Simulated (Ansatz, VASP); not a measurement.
## Bi3O: VASP beside Ansatz

```
CELL_PARAMETERS angstrom
5.91049 0.00000 0.00000
0.00000 5.91049 0.00000
0.00000 0.00000 5.91049
ATOMIC_POSITIONS crystal
Bi 0.25000 0.00000 0.50000
Bi 0.50000 0.75000 0.00000
Bi 0.75000 0.00000 0.50000
Bi 0.50000 0.25000 0.00000
Bi 0.00000 0.50000 0.75000
Bi 0.00000 0.50000 0.25000
O 0.00000 0.00000 0.00000
O 0.50000 0.50000 0.50000
```

Change from the starting cell: species swapped into the V3Ir type (Pm-3n, No. 223).

Alike in both runs: functional PBE; k mesh 6 × 6 × 6; occupations gaussian, width 0.1 eV; no spin polarisation.

Ansatz relaxed the structure, and its values are those at the end. VASP's run is a single point on that final structure, the one shown.

```csv
,VASP,Ansatz
version,VASP 6.6.1,Ansatz 0.2.0
potentials or method,"VASP PAW PBE potentials, release 64 (Bi_d, O), cutoff 520 eV","scalar-relativistic, plane waves, PAW"
valence electrons in the cell,102,102
```

|  | VASP | Ansatz | Ansatz less VASP |
| --- | --- | --- | --- |
| gap on the k mesh at the Fermi level (eV) | none | none | - |
| pressure (GPa) | -0.1 | 0.0 | +0.09 |

A gap of «none» marks a metal or a gap that the smearing closes.

Neither program's run includes spin-orbit coupling.
